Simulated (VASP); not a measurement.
Write the native input for VASP 6.6.1 that does the following.

```yaml
Task: relaxation of cell and atoms
Functional: PBE
Potentials_or_basis: VASP PAW PBE potentials, release 64 (I)
Cutoff: 600 eV
k_mesh: 12 × 12 × 18
Occupations: gaussian, width 0.1 eV
Spin: no spin polarisation
Dipole_correction: no
Further_INCAR_settings: ALGO = Normal; EDIFF = 1e-07; IBRION = 2; EDIFFG = -0.005; NSW = 70; ISIF = 3
```

The structure of I lies in POSCAR:

```
I
1.0
    2.3773896325     -3.6342876406     -0.1598815673
    2.3773896325      3.6342876406     -0.1598815673
   -1.6680719313      0.0000000000      2.4185668454
I
1
Direct
    0.5000000000      0.5000000000      0.5000000000
```

One way to write it, as run:

INCAR

```
PREC = Accurate
ENCUT = 600
EDIFF = 1E-7
ISMEAR = 0
SIGMA = 0.1
LREAL = False
LASPH = True
NELM = 100
ALGO = Normal
ISIF = 3
LWAVE = False
LCHARG = False
GGA = PE
IBRION = 2
NSW = 70
EDIFFG = -0.005
```

KPOINTS

```
Automatic mesh
0
Gamma
  12 12 18
```

Potentials or basis: VASP PAW PBE potentials, release 64 (I).

Command:

```console
$ cat potpaw_PBE.64/I/POTCAR > POTCAR
$ mpirun -np 1 vasp_std > vasp.out
```

Results of the run:

* Relaxed volume: 51.89 Å³/atom
* Relaxed cell: a = 5.145 Å, b = 5.145 Å, c = 2.956 Å, α = 106.99°, β = 106.99°, γ = 122.99°
* Space group after relaxing (to 0.1 Å): Immm (No. 71)
* Energy gained by relaxing: 35.1 meV/atom
* Ionic steps: 47
* Pressure after relaxing: 0.0 GPa
* Band gap on the k mesh: zero (an odd number of electrons rules out a gap without spin polarisation)

Caveat: the volume moved by over 15 % at a fixed basis, so the end points are rough; spin-orbit coupling is left out, which moves the levels of the heavy elements; an odd number of electrons without spin polarisation forces a metal; a magnetic or distorted state may lie lower.

Wall time 110 min on 1 thread of AMD EPYC 7R43 64-Core Processor (Zen 3), with other jobs on the host, peak memory 0.38 GiB.
